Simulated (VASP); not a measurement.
# AgRh: single point with LDA

AgRh:

```
CELL_PARAMETERS angstrom
2.75895 0.00000 0.00000
-1.37947 2.38932 0.00000
0.00000 0.00000 4.77633
ATOMIC_POSITIONS crystal
Ag 0.00000 0.00000 0.50000
Rh 0.66667 0.33333 0.00000
```

| Property | Result |
| --- | --- |
| Program | VASP 6.6.1 |
| Task | single point |
| Functional | LDA |
| Potentials or basis | VASP PAW LDA potentials, release 64 (Ag, Rh_pv) |
| Cutoff | 520 eV |
| k mesh | 11 × 11 × 6 |
| Occupations | fermi-dirac, width 0.05 eV |
| Spin | no spin polarisation |
| Dipole correction | no |
| Further INCAR settings | ALGO = Normal; EDIFF = 1e-06; NBANDS = 20 |

```
Pressure               : -12.6 GPa
Band gap on the k mesh : zero (bands 13 and 14 overlap by 1.36 eV)
```

Stress tensor (GPa, compression positive):
```
-12.61   0.00   0.00
  0.00 -12.61   0.00
  0.00   0.00 -12.72
```

Levels at points of the mesh, in eV from the Fermi level:
```csv
k point,band 10,band 11,band 12,band 13,band 14,band 15,band 16,band 17
"(0.00, 0.00, 0.00)",-3.08,-1.85,-1.85,0.10,0.14,0.14,5.43,16.70
"(0.00, 0.00, 0.50)",-3.18,-2.57,-1.64,-1.64,0.10,0.10,11.69,12.66
```

Run time: 22 s on 1 thread of Intel Xeon 8259CL, with other jobs on the host, peak memory 0.17 GiB.

Caveat: the cell stands under tension.
